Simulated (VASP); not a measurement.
# Sb in VASP: a series of runs

Sb is run at these levels: PBE; tasks: single point.

Everything below comes from runs of VASP 6.6.1. Logs are shortened: lines on timing, memory, paths and dates and some standing lists are left out, and cuts for length are marked.

## 1. The cell of the first run

It takes space group P4/mmm (No. 123, tetragonal). Conventional cell: a = 3.255 Å, b = 3.255 Å, c = 3.160 Å, α = 90.00°, β = 90.00°, γ = 90.00°. Within 4.2 Å of Sb (site symmetry 4/mmm) lie 6 Sb at 3.16 to 3.25 Å.

## 2. Single point, PBE (equal xx and yy strain of +3 %)

The input, INCAR:

```
PREC     = Accurate       # precision mode
ENCUT    = 520            # plane-wave cutoff, eV
EDIFF    = 1E-6           # SCF threshold, eV
ISMEAR   = -1             # smearing method
SIGMA    = 0.05           # smearing width, eV
LREAL    = False          # projectors in reciprocal space
LASPH    = True           # aspherical terms in the spheres
NELM     = 100            # most SCF steps
ALGO     = Normal         # electronic algorithm
ISIF     = 2              # what is computed and relaxed
LWAVE    = False          # write WAVECAR
LCHARG   = True           # write CHGCAR
GGA      = PE             # functional
LELF     = True           # ELF
LVHAR    = True         
NBANDS   = 8              # bands
```

The input, KPOINTS:

```
Automatic mesh
0
Gamma
  13 13 13
```

The input, POSCAR:

```
Sb
1.0
    3.2548000000      0.0000000000      0.0000000000
    0.0000000000      3.2548000000      0.0000000000
    0.0000000000      0.0000000000      3.1600000000
Sb
1
Direct
    0.0000000000      0.0000000000      0.0000000000
```

Potentials or basis: VASP PAW PBE potentials, release 64 (Sb).

Command:

```sh
cat potpaw_PBE.64/Sb/POTCAR > POTCAR
mpirun -np 1 vasp_std > vasp.out
```

OUTCAR:

```text
PREC = Accurate
   ENCUT = 520
   EDIFF = 1E-6
   ISMEAR = -1
   LREAL = False
   LASPH = True
   NELM = 100
   ISIF = 2
   GGA = PE

 ion  position               nearest neighbor table
   1  0.000  0.000  0.000-

  LATTYP: Found a simple tetragonal cell.
 ALAT       =     3.2548000000
 C/A-ratio  =     0.9708737864

  Lattice vectors:

 A1 = (   3.2548000000,   0.0000000000,   0.0000000000)
 A2 = (   0.0000000000,   3.2548000000,   0.0000000000)
 A3 = (   0.0000000000,   0.0000000000,   3.1600000000)

Analysis of symmetry for initial positions (statically):
=====================================================================
 Subroutine PRICEL returns:
 Original cell was already a primitive cell.

 Routine SETGRP: Setting up the symmetry group for a
 simple tetragonal supercell.

 Subroutine GETGRP returns: Found 16 space group operations
 (whereof 16 operations were pure point group operations)
 out of a pool of 16 trial point group operations.

The static configuration has the point symmetry D_4h.

Analysis of symmetry for dynamics (positions and initial velocities):
=====================================================================
 Subroutine PRICEL returns:
 Original cell was already a primitive cell.

 Routine SETGRP: Setting up the symmetry group for a
 simple tetragonal supercell.

 Subroutine GETGRP returns: Found 16 space group operations
 (whereof 16 operations were pure point group operations)
 out of a pool of 16 trial point group operations.

The dynamic configuration has the point symmetry D_4h.

 Subroutine INISYM returns: Found 16 space group operations
 (whereof 16 operations are pure point group operations),
 and found     1 'primitive' translations

----------------------------------------------------------------------------------------

                                     Primitive cell

  volume of cell :      33.4762

  direct lattice vectors                    reciprocal lattice vectors
     3.254800000  0.000000000  0.000000000     0.307238540  0.000000000  0.000000000
     0.000000000  3.254800000  0.000000000     0.000000000  0.307238540  0.000000000
     0.000000000  0.000000000  3.160000000     0.000000000  0.000000000  0.316455696

  length of vectors
     3.254800000  3.254800000  3.160000000     0.307238540  0.307238540  0.316455696

  position of ions in fractional coordinates (direct lattice)
     0.000000000  0.000000000  0.000000000

  ion indices of the primitive-cell ions
   primitive index   ion index
                 1           1

----------------------------------------------------------------------------------------

 KPOINTS: Automatic mesh

Automatic generation of k-mesh.
 Grid dimensions read from file:
 generate k-points for:   13   13   13

 Generating k-lattice:

  Cartesian coordinates                     Fractional coordinates (reciprocal lattice)
     0.023633734  0.000000000  0.000000000     0.076923077  0.000000000  0.000000000
     0.000000000  0.023633734  0.000000000     0.000000000  0.076923077  0.000000000
     0.000000000  0.000000000  0.024342746     0.000000000  0.000000000  0.076923077

  Length of vectors
     0.023633734  0.023633734  0.024342746

  Shift w.r.t. Gamma in fractional coordinates (k-lattice)
     0.000000000  0.000000000  0.000000000

 Subroutine IBZKPT returns following result:
 ===========================================

 Found    196 irreducible k-points:

 Following reciprocal coordinates:
            Coordinates               Weight
  0.000000  0.000000  0.000000      1.000000
  0.076923  0.000000  0.000000      4.000000
  0.153846  0.000000  0.000000      4.000000
  0.230769  0.000000  0.000000      4.000000
  0.307692  0.000000  0.000000      4.000000
  0.384615  0.000000  0.000000      4.000000
[... 16 lines left out ...]
  0.307692  0.307692  0.000000      4.000000
  0.384615  0.307692  0.000000      8.000000
 [... further k-points ...]
   k-points           NKPTS =    196   k-points in BZ     NKDIM =    196   number of bands    NBANDS=      8
   number of dos      NEDOS =    301   number of ions     NIONS =      1
   total plane-waves  NPLWV =  13824
   dimension x,y,z NGX =    24 NGY =   24 NGZ =   24
   dimension x,y,z NGXF=    48 NGYF=   48 NGZF=   48
   ions per type =               1
   NGX,Y,Z   is equivalent  to a cutoff of  12.26, 12.26, 12.63 a.u.
   NGXF,Y,Z  is equivalent  to a cutoff of  24.52, 24.52, 25.25 a.u.
 SYSTEM =  unknown system
   PREC   = accura    normal or accurate (medium, high low for compatibility)
   ISTART =      0    job   : 0-new  1-cont  2-samecut
   ICHARG =      2    charge: 1-file 2-atom 10-const
   ISPIN  =      1    spin polarized calculation?
   LNONCOLLINEAR =      F non collinear calculations
   LSORBIT =      F    spin-orbit coupling
   LASPH  =      T    aspherical Exc in radial PAW
   ENCUT  =  520.0 eV  38.22 Ry    6.18 a.u.   6.05  6.05  5.88*2*pi/ulx,y,z
   NELM   =    100;   NELMIN=  2; NELMDL= -5     # of ELM steps
   EDIFF  = 0.1E-05   stopping-criterion for ELM
   LREAL  =      F    real-space projection
[... 7 lines left out ...]
   TEBEG  =    0.0;   TEEND  =   0.0 temperature during run
   PSTRESS=    0.0 pullay stress
   NELECT =       5.0000    total number of electrons
   NUPDOWN=      -1.0000    fix difference up-down
   EMIN   =  10.00;   EMAX   =-10.00  energy-range for DOS
   EFERMI =   0.00;   METHOD = LEGACY
   ISMEAR =    -1;   SIGMA  =   0.05  broadening in eV -4-tet -1-fermi 0-gaus
   EFERMI_NEDOS =   21; number of points for ismear=-14 and -15
   IALGO  =     38    algorithm
   IMIX   =      4    mixing-type and parameters
     AMIX     =   0.40;   BMIX     =  1.00
     AMIX_MAG =   1.60;   BMIX_MAG =  1.00
  volume/ion in A,a.u.               =      33.48       225.91
  Fermi-wavevector in a.u.,A,eV,Ry     =   0.868600  1.641415 10.265122  0.754465
  Thomas-Fermi vector in A             =   1.987301
   LORBIT       =      0    0 simple, 1 ext, 2 COOP (PROOUT), +10 PAW based schemes
   GGA     = PE    functional components
   LHFCALC =     F    Hartree Fock is set to
   AEXX    =    0.0000 exact exchange contribution
   IVDW    =     0    specifies the selected vdW correction
   LEPSILON=     F    determine dielectric tensor
   LRPA    =     F    only Hartree local field effects (RPA)
 non-spin polarized calculation
  energy-cutoff  :      520.00
  volume of cell :       33.48
 maximum number of plane-waves:       918
   NGX = 13   NGY = 13   NGZ = 11

 number of electron       5.0000000 magnetization

 Free energy of the ion-electron system (eV)
  ---------------------------------------------------
  ext. energy  EPLUGINS =         0.00000000
  ---------------------------------------------------
  free energy    TOTEN  =        -4.04187031 eV

  energy without entropy =       -4.03827923  energy(sigma->0) =       -4.04007477

 E-fermi :   5.7969     XC(G=0):  -9.1394

 val. band max:        5.7902568798   @ k =   0.3846   0.2308   0.0000
 cond. band min:       5.8669977770   @ k =   0.3846   0.2308   0.0769
 fundamental gap:      0.0767408971
 Fermi energy:         5.7969476319

 k-point     1 :       0.0000    0.0000    0.0000
  band No.  band energies     occupation
      1      -5.8076      2.00000
      2       8.4833      0.00000
      3       8.4833      0.00000
      4       9.2351      0.00000
      5      12.4071      0.00000
      6      12.5657      0.00000
      7      13.5341      0.00000
      8      22.4629      0.00000

 k-point     2 :       0.0769    0.0000    0.0000
  band No.  band energies     occupation
      1      -5.7349      2.00000
      2       7.5979      0.00000
      3       8.5521      0.00000
      4       9.3043      0.00000
      5      12.5536      0.00000
      6      13.2198      0.00000
      7      13.8721      0.00000
      8      21.6603      0.00000

 k-point     3 :       0.1538    0.0000    0.0000
  band No.  band energies     occupation
      1      -5.5203      2.00000
      2       5.9829      0.04732
      3       8.7515      0.00000
      4       9.5049      0.00000
      5      12.7494      0.00000
      6      13.6335      0.00000
      7      15.6203      0.00000
      8      20.3846      0.00000

 k-point     4 :       0.2308    0.0000    0.0000
  band No.  band energies     occupation
      1      -5.1771      2.00000
      2       4.3517      2.00000
      3       9.0590      0.00000
      4       9.8142      0.00000
      5      13.0626      0.00000
      6      13.9965      0.00000
      7      17.6992      0.00000
      8      19.1348      0.00000

 k-point     5 :       0.3077    0.0000    0.0000
  band No.  band energies     occupation
      1      -4.7373      2.00000
      2       2.8951      2.00000
      3       9.4296      0.00000
      4      10.1871      0.00000
      5      13.4796      0.00000
      6      14.4809      0.00000
      7      18.0300      0.00000
      8      18.6085      0.00000
[... 177 lines left out ...]
 k-point    22 :       0.4615    0.2308    0.0000
  band No.  band energies     occupation
      1      -3.3045      2.00000
      2       1.6540      2.00000
      3       6.0739      0.00783
      4      11.3546      0.00000
      5      11.3972      0.00000
      6      16.0005      0.00000
      7      17.8226      0.00000
      8      17.8967      0.00000

 k-point    23 :       0.3077    0.3077    0.0000
  band No.  band energies     occupation
      1      -3.6591      2.00000
      2       3.8079      2.00000
      3       4.0162      2.00000
      4      11.1392      0.00000
      5      11.6729      0.00000
      6      15.4283      0.00000
      7      19.4004      0.00000
      8      19.6476      0.00000

 k-point    24 :       0.3846    0.3077    0.0000
  band No.  band energies     occupation
      1      -3.1899      2.00000
      2       2.7414      2.00000
      3       4.3318      2.00000
      4      10.6577      0.00000
      5      11.4954      0.00000
      6      15.9671      0.00000
      7      18.7104      0.00000
      8      19.0301      0.00000

 [... further k-points ...]

------------------------ aborting loop because EDIFF is reached ----------------------------------------

  FORCE on cell =-STRESS in cart. coord.  units (eV):
  Direction    XX          YY          ZZ          XY          YZ          ZX
  --------------------------------------------------------------------------------------
  -------------------------------------------------------------------------------------
  Total       -1.2069016     -1.2069016     -0.5237383      0.0000000     -0.0000000      0.0000000
  in kB      -57.7626035    -57.7626035    -25.0662409      0.0000000     -0.0000000      0.0000000
  external PRESSURE =     -46.8638160 kB  Pullay stress =       0.0000000 kB

 VOLUME and BASIS-vectors are now :
 -----------------------------------------------------------------------------
  energy-cutoff  :      520.00
  volume of cell :       33.48
      direct lattice vectors                 reciprocal lattice vectors
     3.254800000  0.000000000  0.000000000     0.307238540  0.000000000  0.000000000
     0.000000000  3.254800000  0.000000000     0.000000000  0.307238540  0.000000000
     0.000000000  0.000000000  3.160000000     0.000000000  0.000000000  0.316455696

 POSITION                                       TOTAL-FORCE (eV/Angst)
 -----------------------------------------------------------------------------------
      0.00000      0.00000      0.00000         0.000000      0.000000      0.000000
 -----------------------------------------------------------------------------------
    total drift:                               -0.000000      0.000000      0.000000

  FREE ENERGIE OF THE ION-ELECTRON SYSTEM (eV)
  ---------------------------------------------------
  free  energy   TOTEN  =        -4.0418703079 eV

  energy  without entropy=       -4.0382792259  energy(sigma->0) =       -4.04007477
```

Run time: 14 s. Hardware: 1 thread of Intel Xeon Platinum 8488C (Sapphire Rapids), shared host; peak memory 0.17 GiB.

Results:

```
Free energy : -4.0419 eV
Pressure    : -4.7 GPa
```

Caveat: the cell differs from its parent crystal (equal xx and yy strain of +3 %); spin-orbit coupling is left out, which moves the levels of the heavy elements.

## 3. Single point, PBE (equal xy, yz and zx shear strains of -3 %)

The input, INCAR:

```
SYSTEM = Sb
PREC = Accurate
ENCUT = 520
EDIFF = 1E-6
ISMEAR = -1
SIGMA = 0.05
LREAL = .False.
LASPH = .True.
NELM = 100
ALGO = Normal
ISIF = 2
LWAVE = .False.
LCHARG = .True.
GGA = PE
LELF = .True.
LVHAR = .True.
NBANDS = 8
```

The input, KPOINTS:

```
regular mesh
0
Gamma
  13 13 13
  0 0 0
```

The input, POSCAR:

```
Sb
1.0
    3.1600000000     -0.0474000000     -0.0474000000
   -0.0474000000      3.1600000000     -0.0474000000
   -0.0474000000     -0.0474000000      3.1600000000
Sb
1
Direct
    0.0000000000      0.0000000000      0.0000000000
```

Potentials or basis: VASP PAW PBE potentials, release 64 (Sb).

Command:

```sh
cat potpaw_PBE.64/Sb/POTCAR > POTCAR
mpirun -np 1 vasp_std > vasp.out
```

It took 31 s on 1 thread of Intel Xeon Platinum 8488C (Sapphire Rapids), shared host; peak memory 0.18 GiB.

Results (log left out):

```
Free energy : -4.0900 eV
Pressure    : -2.6 GPa
```

Stress tensor (GPa, compression positive):
```
-2.55  0.44  0.44
 0.44 -2.55  0.44
 0.44  0.44 -2.55
```

Levels at points of the mesh, in eV from the Fermi level:
| k point | band 1 | band 2 | band 3 | band 4 | band 5 | band 6 |
| --- | --- | --- | --- | --- | --- | --- |
| (0.00, 0.00, 0.00) | -12.01 | 2.96 | 3.16 | 3.16 | 6.84 | 6.84 |

Caveat: the cell differs from its parent crystal (equal xy, yz and zx shear strains of -3 %); spin-orbit coupling is left out, which moves the levels of the heavy elements.

## 4. Single point, PBE (equal xy, yz and zx shear strains of -1 %)

The input, INCAR:

```
PREC = Accurate
ENCUT = 520
EDIFF = 1E-7
ISMEAR = -1
SIGMA = 0.05
LREAL = F
LASPH = T
NELM = 60
ALGO = Normal
ISIF = 2
LWAVE = F
LCHARG = F
GGA = PE
NBANDS = 8
```

The input, KPOINTS:

```
Automatic mesh
0
Gamma
  13 13 13
```

The input, POSCAR:

```
Sb
1.0
    3.1600000000     -0.0158000000     -0.0158000000
   -0.0158000000      3.1600000000     -0.0158000000
   -0.0158000000     -0.0158000000      3.1600000000
Sb
1
Direct
    0.0000000000      0.0000000000      0.0000000000
```

Command:

```sh
cat potpaw_PBE.64/Sb/POTCAR > POTCAR
mpirun -np 1 vasp_std > vasp.out
```

It took 23 s on 1 thread of Intel Xeon Platinum 8488C (Sapphire Rapids), shared host; peak memory 0.18 GiB.

It converged, with:

```
Free energy : -4.0932 eV
Pressure    : -2.6 GPa
```

Stress tensor (GPa, compression positive):
```
-2.55  0.13  0.13
 0.13 -2.55  0.13
 0.13  0.13 -2.55
```

Levels at points of the mesh, in eV from the Fermi level:
| k point | band 1 | band 2 | band 3 | band 4 | band 5 | band 6 | band 7 |
| --- | --- | --- | --- | --- | --- | --- | --- |
| (0.00, 0.00, 0.00) | -12.02 | 3.02 | 3.09 | 3.09 | 6.81 | 6.81 | 7.87 |

Caveat: the cell differs from its parent crystal (equal xy, yz and zx shear strains of -1 %); spin-orbit coupling is left out, which moves the levels of the heavy elements.

## 5. The runs side by side

| cell | gap on the mesh (eV) | pressure (GPa) |
| --- | --- | --- |
| a = 3.255, b = 3.255, c = 3.160 Å, 1 atom | none | -4.7 |
| a = 3.161 Å, angles 91.7°, 1 atom | none | -2.6 |
| a = 3.160 Å, angles 90.6°, 1 atom | none | -2.6 |

Alike in all rows: task single point; level PBE; potentials or basis VASP PAW PBE potentials, release 64 (Sb); no spin polarisation; k mesh 13 × 13 × 13; cutoff (eV) 520; smearing fermi-dirac 0.05 eV.

Caveats: spin-orbit coupling is left out, which moves the levels of the heavy elements.

Total energies depend on the potentials used, so only differences within one code and one set of settings carry meaning.
